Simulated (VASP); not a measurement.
Here is a VASP 6.6.1 calculation.

File INCAR:

```
SYSTEM = HgTe
ALGO = Normal
EDIFF = 1E-6
ENCUT = 520
GGA = PS
ISIF = 2
ISMEAR = -1
IVDW = 12
LASPH = .TRUE.
LCHARG = .FALSE.
LREAL = .FALSE.
LWAVE = .FALSE.
NBANDS = 26
NELM = 60
PREC = Accurate
SIGMA = 0.05
```

KPOINTS

```
k-points
0
G
  4 4 4
  0 0 0
```

File POSCAR:

```
HgTe
1.0
    3.0512097241     -3.5349252628      0.0000000000
    3.0512097241      3.5349252628      0.0000000000
    0.0000000000      0.0000000000      5.9118752236
Hg Te
2 2
Direct
    0.3430500000      0.6569500000      0.7500000000
    0.6569500000      0.3430500000      0.2500000000
    0.7848090000      0.2151910000      0.7500000000
    0.2151910000      0.7848090000      0.2500000000
```

Potentials or basis: VASP PAW PBE potentials, release 64 (Hg, Te).

Run with:

```bash
$ cat potpaw_PBE.64/Hg/POTCAR potpaw_PBE.64/Te/POTCAR > POTCAR
$ mpirun -np 1 vasp_std > vasp.out
```

Q: What does it give for the largest force?

A: 0.287 eV/Å.

Q: Predict the band gap on the k mesh.

A: Zero (bands 18 and 19 overlap by 1.85 eV).

Q: What does it give for the dispersion energy per atom?

A: -0.369 eV.

Q: Predict the pressure.

A: -6.8 GPa.

Stress tensor (GPa, compression positive):
```
-7.20  0.00  0.00
 0.00 -5.52  0.00
 0.00  0.00 -7.70
```

Caveat: three body term missing; the cell stands under tension; the PAW data sets were made with another functional, which shifts forces and pressure a little; spin-orbit coupling is left out, which moves the levels of the heavy elements.
